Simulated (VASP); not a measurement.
Runs of VASP 6.6.1 on Ti. The structure is that of space group Im-3m (No. 229), or close to it. The cells are those of the table. This isn't the form of Ti at room conditions, which is hcp.

```csv
task,cell,cutoff (eV),gap on the mesh (eV),pressure (GPa)
single point,"a = 2.728 Å, angles 109.5°, 1 atom",520,none,7.6
relaxation of cell and atoms,"relaxed from a = 2.842 Å, angles 109.5°, 1 atom",600,none,0.0
single point,"a = 2.756 Å, angles 109.5°, 1 atom",520,none,3.7
single point,"a = 2.772 Å, angles 109.5°, 1 atom",520,none,(a)
single point,"a = 2.788 Å, angles 109.5°, 1 atom",520,none,-0.3
```

Alike in all rows: level PBEsol; potentials or basis VASP PAW PBE potentials, release 64 (Ti_sv); no spin polarisation; k mesh 14 × 14 × 14; smearing fermi-dirac 0.15 eV.

Question: Fill in the values left out.

Answer: (a) 1.7.

Caveats: the PAW data sets were made with another functional, which shifts forces and pressure a little; the cell stands under pressure (at least some runs).

A gap of «none» marks levels without a gap at the run's occupations.
